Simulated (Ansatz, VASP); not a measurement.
# TiO: VASP beside Ansatz

```
Ti O
1.0
     4.95018    0.00000    0.00000
    -2.47509    4.28698    0.00000
     0.00000    0.00000    2.84514
Ti O
3 3
Cartesian
  2.4751 1.4290 1.4226
  0.0000 2.8580 1.4226
  0.0000 0.0000 0.0000
  1.4969 2.5928 0.0000
  1.9563 0.0000 0.0000
  -0.9782 1.6942 0.0000
```

Alike in both runs: functional PBEsol; k mesh 3 × 3 × 4; occupations gaussian, width 0.1 eV; no spin polarisation.

Ansatz relaxed the structure, and its values are those at the end. VASP's run is a single point on that final structure, the one shown.

```csv
,VASP,Ansatz
version,VASP 6.6.1,Ansatz 0.2.0
potentials or method,"VASP PAW PBE potentials, release 64 (Ti_sv, O), cutoff 520 eV","scalar-relativistic, plane waves, PAW"
valence electrons in the cell,54,54
```

Ansatz gave:

| Item | Value |
| --- | --- |
| gap on the k mesh at the Fermi level (eV) | none |
| pressure (GPa) | 0.0 |
| rms of the force components (eV/Å) | 0.000 |

Question: What did VASP give for the same quantities?

Answer: gap on the k mesh at the Fermi level (eV): none; pressure (GPa): 0.8; rms of the force components (eV/Å): 0.005.

VASP's potentials were made for PBE, not for PBEsol. A gap of «none» marks a metal or a gap that the smearing closes. The functional is the same, so the differences come from potentials, cutoffs and numerics.

The k mesh is coarse, so the values compare programs but aren't converged.
